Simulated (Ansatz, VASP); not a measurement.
## Two plane-wave programs on W

```
W
1.0
     0.00000    1.99996    1.99996
     1.99996    0.00000    1.99996
     1.99996    1.99996    0.00000
W
1
Direct
  0.00000 0.00000 0.00000
```

Alike in both runs: functional PBEsol; k mesh 20 × 20 × 20; occupations fermi-dirac, width 0.15 eV; no spin polarisation.

Ansatz relaxed the structure, and its values are those at the end. VASP's run is a single point on that final structure, the one shown.

|  | VASP | Ansatz |
| --- | --- | --- |
| version | VASP 6.6.1 | Ansatz 0.2.0 |
| potentials or method | VASP PAW PBE potentials, release 64 (W_sv), cutoff 520 eV | scalar-relativistic, plane waves, PAW |
| valence electrons in the cell | 14 | 14 |

```csv
,VASP,Ansatz,Ansatz less VASP
gap on the k mesh at the Fermi level (eV),none,none,-
pressure (GPa),0.7,0.0,-0.66
```

VASP's potentials were made for PBE, not for PBEsol. A gap of «none» marks a metal or a gap that the smearing closes. The functional is the same, so the differences come from potentials, cutoffs and numerics.

Neither program's run includes spin-orbit coupling.
